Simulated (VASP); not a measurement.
Here is a VASP 6.6.1 calculation.

File INCAR:

```
PREC = Accurate
ENCUT = 600
EDIFF = 1E-7
ISMEAR = -1
SIGMA = 0.05
LREAL = F
LASPH = T
NELM = 100
ALGO = Normal
ISIF = 4
LWAVE = F
LCHARG = F
GGA = PE
IBRION = 2
NSW = 50
EDIFFG = -0.005
```

KPOINTS

```
regular mesh
0
Gamma
  10 10 7
```

POSCAR

```
Al
1.0
    3.6321203474      0.0000000000      0.0000000000
   -1.8160601737      3.1455084905      0.0000000000
    0.0000000000      0.0000000000      4.5667775154
Al
4
Direct
    0.0000000000      0.0000000000      0.0000000000
    0.0000000000      0.0000000000      0.5000000000
    0.3333333333      0.6666666667      0.2500000000
    0.6666666667      0.3333333333      0.7500000000
```

Potentials or basis: VASP PAW PBE potentials, release 64 (Al).

Launch:

```bash
$ cat potpaw_PBE.64/Al/POTCAR > POTCAR
$ mpirun -np 1 vasp_std > vasp.out
```

(1) What does it give for the band gap on the k mesh?

Answers

(1) zero (bands 6 and 7 overlap by 3.60 eV).
